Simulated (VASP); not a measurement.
Here is a VASP 6.6.1 calculation.

The input POSCAR:

```
ZnO
1.0
    3.2088718752      0.0000000000      0.0000000000
   -1.6044359376      2.7789645614      0.0000000000
    0.0000000000      0.0000000000      5.1653742064
Zn O
2 2
Direct
    0.3333333333      0.6666666667      0.4995830163
    0.6666666667      0.3333333333     -0.0004169837
    0.6666666667      0.3333333333      0.3794269837
    0.3333333333      0.6666666667      0.8794269837
```

Contents of INCAR.step1:

```
PREC = Accurate ; ENCUT = 520
ISMEAR = 0 ; SIGMA = 0.01
LREAL = False ; LASPH = True
NELM = 60 ; NBANDS = 26
GGA = PE ; ALGO = Normal
EDIFF = 1E-4 ; LWAVE = True
LCHARG = False
```

File INCAR.step2:

```
PREC = Accurate ; ENCUT = 520
EDIFF = 1E-6 ; ISMEAR = 0
SIGMA = 0.01 ; LREAL = False
LASPH = True ; NELM = 60
ALGO = Normal ; ISIF = 2
LWAVE = False ; LCHARG = True
METAGGA = R2SCAN ; LMIXTAU = True
LELF = True ; LVHAR = True
NBANDS = 26 ; ISTART = 1
```

File KPOINTS:

```
regular mesh
0
Gamma
  8 8 4
```

Potentials or basis: VASP PAW PBE potentials, release 64 (Zn, O).

The run is started by

```sh
$ cat potpaw_PBE.64/Zn/POTCAR potpaw_PBE.64/O/POTCAR > POTCAR
$ cp INCAR.step1 INCAR
$ mpirun -np 1 vasp_std > vasp.out
$ cp INCAR.step2 INCAR
$ mpirun -np 1 vasp_std > vasp.out
```

Q: Predict the pressure.

A: 5.2 GPa.

Q: Estimate the band gap on the k mesh.

A: 1.27 eV.

Stress tensor (GPa, compression positive):
```
5.10 0.00 0.00
0.00 5.10 0.00
0.00 0.00 5.28
```

Caveat: the cell stands under pressure; the PAW data sets were made with another functional, which shifts forces and pressure a little.
